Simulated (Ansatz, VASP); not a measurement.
**GaAs in VASP and in Ansatz**

```
Ga As
1.0
     0.00000    2.87269    2.84397
     2.87269    0.00000    2.84397
     2.87269    2.87269    0.00000
Ga As
1 1
Direct
  0.00000 0.00000 0.00000
  0.75000 0.75000 0.75000
```

Change from the starting cell: strain -0.0100 x Voigt [0, 0, 1, 0, 0, 0], atoms carried along.

Alike in both runs: task single point; functional PBE; k mesh 10 × 10 × 10; occupations gaussian, width 0.03 eV; no spin polarisation.

```csv
,VASP,Ansatz
version,VASP 6.6.1,Ansatz 0.2.0
potentials or method,"VASP PAW PBE potentials, release 64 (Ga_d, As), cutoff 520 eV","scalar-relativistic, plane waves, PAW"
valence electrons in the cell,18,28
```

Ansatz gave:

* gap on the k mesh at the Fermi level (eV): 0.20
* least direct gap on the mesh (eV): 0.20
* pressure (GPa): 0.6
* traceless stress, the component that is largest in VASP (GPa): 0.38

Q: Estimate VASP's values.

A: gap on the k mesh at the Fermi level (eV): 0.20; least direct gap on the mesh (eV): 0.20; pressure (GPa): 0.8; traceless stress, the component that is largest in VASP (GPa): 0.38.

The functional is the same, so the differences come from potentials, cutoffs and numerics. VASP's potentials hold 18 valence electrons a cell and Ansatz's 28, so a difference there can come from the potentials and not from the codes.
